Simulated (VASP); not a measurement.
# CoO (Pm-3m) in VASP: notebook, part 3 of 3

VASP 6.6.1.

### 5 Single point, PBE+U

Contents of INCAR:

```
ALGO     = Normal         # electronic algorithm
EDIFF    = 1E-7           # SCF threshold, eV
ENCUT    = 520            # plane-wave cutoff, eV
GGA      = PE             # functional
ISIF     = 2              # what is computed and relaxed
ISMEAR   = 0              # smearing method
LASPH    = True           # aspherical terms in the spheres
LCHARG   = True           # write CHGCAR
LDAU     = True           # DFT+U
LDAUJ    = 0 0          
LDAUL    = 2 -1           # shell
LDAUPRINT= 1            
LDAUTYPE = 2            
LDAUU    = 4 0            # U, eV
LELF     = True           # ELF
LMAXMIX  = 4              # l up to which the mixer works
LREAL    = False          # projectors in reciprocal space
LVHAR    = True         
LWAVE    = False          # write WAVECAR
NBANDS   = 14             # bands
NELM     = 150            # most SCF steps
PREC     = Accurate       # precision mode
SIGMA    = 0.05           # smearing width, eV
```

Contents of KPOINTS:

```
k-points
0
Gamma
  16 16 16
```

Contents of POSCAR:

```
CoO
1.0
    2.6161540276      0.0000000000      0.0000000000
    0.0000000000      2.6161540276      0.0000000000
    0.0000000000      0.0000000000      2.6161540276
Co O
1 1
Direct
    0.0000000000      0.0000000000      0.0000000000
    0.5000000000      0.5000000000      0.5000000000
```

Potentials or basis: VASP PAW PBE potentials, release 64 (Co, O).

Command:

```console
cat potpaw_PBE.64/Co/POTCAR potpaw_PBE.64/O/POTCAR > POTCAR
mpirun -np 1 vasp_std > vasp.out
```

OUTCAR:

```text
EDIFF = 1E-7
   ENCUT = 520
   GGA = PE
   ISIF = 2
   ISMEAR = 0
   LASPH = True
   LREAL = False
   NELM = 150
   PREC = Accurate

 ion  position               nearest neighbor table
   1  0.000  0.000  0.000-   2 2.27   2 2.27   2 2.27   2 2.27   2 2.27   2 2.27   2 2.27   2 2.27

   2  0.500  0.500  0.500-   1 2.27   1 2.27   1 2.27   1 2.27   1 2.27   1 2.27   1 2.27   1 2.27

  LATTYP: Found a simple cubic cell.
 ALAT       =     2.6161540276

  Lattice vectors:

 A1 = (   2.6161540276,   0.0000000000,   0.0000000000)
 A2 = (   0.0000000000,   2.6161540276,   0.0000000000)
 A3 = (   0.0000000000,   0.0000000000,   2.6161540276)

Analysis of symmetry for initial positions (statically):
=====================================================================
 Subroutine PRICEL returns:
 Original cell was already a primitive cell.

 Routine SETGRP: Setting up the symmetry group for a
 simple cubic supercell.

 Subroutine GETGRP returns: Found 48 space group operations
 (whereof 48 operations were pure point group operations)
 out of a pool of 48 trial point group operations.

The static configuration has the point symmetry O_h .

Analysis of symmetry for dynamics (positions and initial velocities):
=====================================================================
 Subroutine PRICEL returns:
 Original cell was already a primitive cell.

 Routine SETGRP: Setting up the symmetry group for a
 simple cubic supercell.

 Subroutine GETGRP returns: Found 48 space group operations
 (whereof 48 operations were pure point group operations)
 out of a pool of 48 trial point group operations.

The dynamic configuration has the point symmetry O_h .

 Subroutine INISYM returns: Found 48 space group operations
 (whereof 48 operations are pure point group operations),
 and found     1 'primitive' translations

----------------------------------------------------------------------------------------

                                     Primitive cell

  volume of cell :      17.9056

  direct lattice vectors                    reciprocal lattice vectors
     2.616154028  0.000000000  0.000000000     0.382240491  0.000000000  0.000000000
     0.000000000  2.616154028  0.000000000     0.000000000  0.382240491  0.000000000
     0.000000000  0.000000000  2.616154028     0.000000000  0.000000000  0.382240491

  length of vectors
     2.616154028  2.616154028  2.616154028     0.382240491  0.382240491  0.382240491

  position of ions in fractional coordinates (direct lattice)
     0.000000000  0.000000000  0.000000000
     0.500000000  0.500000000  0.500000000

  ion indices of the primitive-cell ions
   primitive index   ion index
                 1           1
                 2           2

----------------------------------------------------------------------------------------

 KPOINTS: k-points

Automatic generation of k-mesh.
[... 89 lines left out ...]
  Thomas-Fermi vector in A             =   2.648957
   LORBIT       =      0    0 simple, 1 ext, 2 COOP (PROOUT), +10 PAW based schemes
 LDA+U is selected, type is set to LDAUTYPE =  2
   angular momentum for each species LDAUL =     2   -1
   U (eV)           for each species LDAUU =   4.0  0.0
   J (eV)           for each species LDAUJ =   0.0  0.0
   GGA     = PE    functional components
   LHFCALC =     F    Hartree Fock is set to
   AEXX    =    0.0000 exact exchange contribution
   IVDW    =     0    specifies the selected vdW correction
   LEPSILON=     F    determine dielectric tensor
   LRPA    =     F    only Hartree local field effects (RPA)
 non-spin polarized calculation
 Gauss-broadening in eV      SIGMA  =   0.05
  energy-cutoff  :      520.00
  volume of cell :       17.91
 maximum number of plane-waves:       500
 NGX is ok and might be reduce to    20
   NGX =  9   NGY =  9   NGZ =  9

atom =   1  type =  1  l = 2

 onsite density matrix

spin component  1

  0.6133  0.0000 -0.0000 -0.0000 -0.0000
  0.0000  0.6133  0.0000  0.0000  0.0000
 -0.0000  0.0000  0.9398  0.0000 -0.0000
 -0.0000  0.0000  0.0000  0.6133 -0.0000
 -0.0000  0.0000 -0.0000 -0.0000  0.9398

spin component  2

  0.6133  0.0000 -0.0000 -0.0000 -0.0000
  0.0000  0.6133  0.0000  0.0000  0.0000
 -0.0000  0.0000  0.9398  0.0000 -0.0000
 -0.0000  0.0000  0.0000  0.6133 -0.0000
 -0.0000  0.0000 -0.0000 -0.0000  0.9398

 occupancies and eigenvectors

  o =  0.6133  v =  1.0000  0.0000  0.0000  0.0000  0.0000  0.0000  0.0000  0.0000  0.0000  0.0000      0.0000  0.0000  0.0000  0.0000  0.0000  0.0000  0.0000  0.0000  0.0000  0.0000
  o =  0.6133  v =  0.0000  0.0000  0.0000  0.0000  0.0000  1.0000  0.0000  0.0000  0.0000  0.0000      0.0000  0.0000  0.0000  0.0000  0.0000  0.0000  0.0000  0.0000  0.0000  0.0000
  o =  0.6133  v =  0.0000  0.1407  0.0000 -0.9900  0.0000  0.0000  0.0000  0.0000  0.0000  0.0000      0.0000  0.0000  0.0000  0.0000  0.0000  0.0000  0.0000  0.0000  0.0000  0.0000
  o =  0.6133  v =  0.0000  0.0000  0.0000  0.0000  0.0000  0.0000  0.1407  0.0000 -0.9900  0.0000      0.0000  0.0000  0.0000  0.0000  0.0000  0.0000  0.0000  0.0000  0.0000  0.0000
  o =  0.6133  v =  0.0000  0.9900  0.0000  0.1407 -0.0000  0.0000  0.0000  0.0000  0.0000  0.0000      0.0000  0.0000  0.0000  0.0000  0.0000  0.0000  0.0000  0.0000  0.0000  0.0000
  o =  0.6133  v =  0.0000  0.0000  0.0000  0.0000  0.0000  0.0000  0.9900  0.0000  0.1407 -0.0000      0.0000  0.0000  0.0000  0.0000  0.0000  0.0000  0.0000  0.0000  0.0000  0.0000
  o =  0.9398  v =  0.0000  0.0000  0.0000  0.0000  0.0000  0.0000  0.0000 -0.9995  0.0000 -0.0312      0.0000  0.0000  0.0000  0.0000  0.0000  0.0000  0.0000  0.0000  0.0000  0.0000
  o =  0.9398  v =  0.0000  0.0000 -0.9995  0.0000 -0.0312  0.0000  0.0000  0.0000  0.0000  0.0000      0.0000  0.0000  0.0000  0.0000  0.0000  0.0000  0.0000  0.0000  0.0000  0.0000
  o =  0.9398  v =  0.0000  0.0000  0.0000  0.0000  0.0000  0.0000  0.0000 -0.0312  0.0000  0.9995      0.0000  0.0000  0.0000  0.0000  0.0000  0.0000  0.0000  0.0000  0.0000  0.0000
  o =  0.9398  v =  0.0000  0.0000 -0.0312  0.0000  0.9995  0.0000  0.0000  0.0000  0.0000  0.0000      0.0000  0.0000  0.0000  0.0000  0.0000  0.0000  0.0000  0.0000  0.0000  0.0000

 number of electron      14.9999995 magnetization

 Free energy of the ion-electron system (eV)
  ---------------------------------------------------
  ext. energy  EPLUGINS =         0.00000000
  ---------------------------------------------------
  free energy    TOTEN  =        -8.21961200 eV

  energy without entropy =       -8.21483789  energy(sigma->0) =       -8.21722495

 E-fermi :   8.1515     XC(G=0): -12.9818

 val. band max:        8.1506487240   @ k =   0.1875   0.1250   0.0000
 cond. band min:       8.1530068451   @ k =   0.3750   0.2500   0.1875
 fundamental gap:      0.0023581211
 Fermi energy:         8.1515425771

 k-point     1 :       0.0000    0.0000    0.0000
  band No.  band energies     occupation
      1     -12.0488      2.00000
      2       4.4775      2.00000
      3       4.4776      2.00000
      4       5.4343      2.00000
      5       5.4343      2.00000
      6       5.4343      2.00000
      7       8.0694      1.97989
      8       8.0694      1.97988
      9       8.0694      1.97987
     10       9.6208      0.00000
     11      23.5572      0.00000
     12      23.5572      0.00000
     13      28.9721      0.00000
     14      28.9721      0.00000
[... 377 lines left out ...]
      1     -10.7732      2.00000
      2       0.1268      2.00000
      3       4.2385      2.00000
      4       4.7493      2.00000
      5       4.9753      2.00000
      6       7.2978      2.00000
      7       8.0416      1.99812
      8       8.7021      0.00000
      9       9.0295      0.00000
     10      15.8141      0.00000
     11      16.5227      0.00000
     12      24.5756      0.00000
     13      25.4658      0.00000
     14      27.2285      0.00000

 [... further k-points ...]
[... 5 lines left out ...]
  --------------------------------------------------------------------------------------
  -------------------------------------------------------------------------------------
  Total       -1.7693787     -1.7693787     -1.7693787     -0.0000000     -0.0000000      0.0000000
  in kB     -158.3220625   -158.3220625   -158.3220625     -0.0000000     -0.0000000      0.0000000
  external PRESSURE =    -158.3220625 kB  Pullay stress =       0.0000000 kB

 VOLUME and BASIS-vectors are now :
 -----------------------------------------------------------------------------
  energy-cutoff  :      520.00
  volume of cell :       17.91
      direct lattice vectors                 reciprocal lattice vectors
     2.616154028  0.000000000  0.000000000     0.382240491  0.000000000  0.000000000
     0.000000000  2.616154028  0.000000000     0.000000000  0.382240491  0.000000000
     0.000000000  0.000000000  2.616154028     0.000000000  0.000000000  0.382240491

 POSITION                                       TOTAL-FORCE (eV/Angst)
 -----------------------------------------------------------------------------------
      0.00000      0.00000      0.00000         0.000000      0.000000      0.000000
      1.30808      1.30808      1.30808         0.000000      0.000000      0.000000
 -----------------------------------------------------------------------------------
    total drift:                                0.000000      0.000000      0.000000

  FREE ENERGIE OF THE ION-ELECTRON SYSTEM (eV)
  ---------------------------------------------------
  free  energy   TOTEN  =        -8.2196120015 eV

  energy  without entropy=       -8.2148378927  energy(sigma->0) =       -8.21722495
```

It took 22 s on 1 thread of AMD EPYC 9R45 (Zen 5), shared host; peak memory 0.13 GiB.

Results:

```
Free energy            : -8.2196 eV
Pressure               : -15.8 GPa
Band gap on the k mesh : zero (an odd number of electrons rules out a gap without spin polarisation)
```

Eigenvalues of the final occupation matrices:
```tsv
site	spin	trace	eigenvalues
site 1 d	1	3.72	0.61 0.61 0.61 0.94 0.94
site 1 d	2	3.72	0.61 0.61 0.61 0.94 0.94
```

Caveat: the cell stands under tension; an odd number of electrons without spin polarisation forces a metal; a magnetic or distorted state may lie lower; the run has no spin polarisation, though such a crystal can be magnetic; U without spin polarisation on a metal has little footing. Spin polarisation is off, so any magnetic state and its effect on volume and gap are missing.

### 6 Relaxation of cell and atoms, PBE

Contents of INCAR:

```
SYSTEM = CoO
ALGO = Normal
EDIFF = 1E-6
EDIFFG = -0.01
ENCUT = 600
GGA = PE
IBRION = 2
ISIF = 3
ISMEAR = 0
LASPH = .TRUE.
LCHARG = .FALSE.
LREAL = .FALSE.
LWAVE = .FALSE.
NELM = 60
NSW = 80
PREC = Accurate
SIGMA = 0.1
```

Contents of KPOINTS:

```
k-points
0
G
  16 16 16
  0 0 0
```

POSCAR is that of step 5.

Potentials or basis: VASP PAW PBE potentials, release 64 (Co, O).

Command:

```console
cat potpaw_PBE.64/Co/POTCAR potpaw_PBE.64/O/POTCAR > POTCAR
mpirun -np 1 vasp_std > vasp.out
```

Run time: 54 s. Hardware: 1 thread of AMD EPYC 9R45 (Zen 5), shared host; peak memory 0.16 GiB.

Results (log left out):

```
Free energy                           : -11.8934 eV
Relaxed volume                        : 8.32 Å³/atom
Relaxed cell                          : a = 2.553 Å, b = 2.553 Å, c = 2.553 Å, α = 90.00°, β = 90.00°, γ = 90.00°
Space group after relaxing (to 0.1 Å) : Pm-3m (No. 221)
Energy gained by relaxing             : 30.5 meV/atom
Ionic steps                           : 3
Pressure after relaxing               : 0.0 GPa
Band gap on the k mesh                : zero (an odd number of electrons rules out a gap without spin polarisation)
```

Step by step:
```tsv
step	energy change (eV)	largest force (eV/Å)	pressure (GPa)	volume (Å³)
1	0.0000	0.0000	-14.37	17.91
2	-0.0342	0.0000	12.07	15.90
3	-0.0609	0.0000	0.03	16.65
```

Final structure:
```cif
data_structure
_symmetry_space_group_name_H-M 'P 1'
_symmetry_Int_Tables_number 1
_cell_length_a 2.5535
_cell_length_b 2.5535
_cell_length_c 2.5535
_cell_angle_alpha 90.000
_cell_angle_beta 90.000
_cell_angle_gamma 90.000
_cell_volume 16.65
loop_
_atom_site_label
_atom_site_type_symbol
_atom_site_fract_x
_atom_site_fract_y
_atom_site_fract_z
_atom_site_occupancy
Co1 Co 0.00000 0.00000 0.00000 1
O1 O 0.50000 0.50000 0.50000 1
```

Levels at points of the mesh, in eV from the Fermi level:
| k point | band 5 | band 6 | band 7 | band 8 | band 9 | band 10 |
| --- | --- | --- | --- | --- | --- | --- |
| (0.00, 0.00, 0.00) | -3.13 | -3.13 | -0.44 | -0.44 | -0.44 | 1.57 |
| (0.50, 0.00, 0.00) | -2.68 | -0.34 | -0.04 | 0.87 | 0.87 | 6.96 |
| (0.50, 0.50, 0.00) | -2.21 | -1.32 | -1.18 | -1.18 | 0.24 | 7.00 |
| (0.50, 0.50, 0.50) | 0.28 | 0.28 | 1.20 | 1.20 | 1.20 | 7.38 |

Caveat: an odd number of electrons without spin polarisation forces a metal; a magnetic or distorted state may lie lower; the run has no spin polarisation, though such a crystal can be magnetic; semilocal functionals often make such compounds metallic where correlation or magnetic order opens a gap, which also shifts bond lengths. Spin polarisation is off, so any magnetic state and its effect on volume and gap are missing.

### 7 The runs side by side

| task | level | spin | U | cell | k mesh | cutoff (eV) | smearing | gap on the mesh (eV) | pressure (GPa) |
| --- | --- | --- | --- | --- | --- | --- | --- | --- | --- |
| single point | PBE | collinear, ferromagnetic start | - | a = 2.616 Å, 2 atoms | 8 × 8 × 8 | 520 | gaussian 0.1 eV | none | -0.4 |
| single point | PBE | off | - | a = 2.556 Å, 2 atoms | 16 × 16 × 16 | 520 | gaussian 0.1 eV | none | -0.5 |
| single point | PBE | off | - | a = 2.616 Å, 2 atoms | 16 × 16 × 16 | 520 | gaussian 0.1 eV | none | -14.2 |
| single point | PBE+U | off | Co d U = 4.0 eV | a = 2.616 Å, 2 atoms | 16 × 16 × 16 | 520 | gaussian 0.05 eV | none | -15.8 |
| relaxation of cell and atoms | PBE | off | - | relaxed from a = 2.616 Å, 2 atoms | 16 × 16 × 16 | 600 | gaussian 0.1 eV | none | 0.0 |

Alike in all rows: potentials or basis VASP PAW PBE potentials, release 64 (Co, O).

The pressure there spans -15.8 GPa (PBE+U) to -0.4 GPa (PBE); a positive pressure means that this level wants a larger cell, a negative one a smaller.

Caveats: semilocal functionals often make such compounds metallic where correlation or magnetic order opens a gap, which also shifts bond lengths (at least some runs); an odd number of electrons without spin polarisation forces a metal (at least some runs); a magnetic or distorted state may lie lower (at least some runs); the cell stands under tension (at least some runs); a cell with one magnetic atom can't hold antiferromagnetic order, which such compounds often take (at least some runs); U without spin polarisation on a metal has little footing (at least some runs).

Total energies depend on the potentials used, so only differences within one code and one set of settings carry meaning.
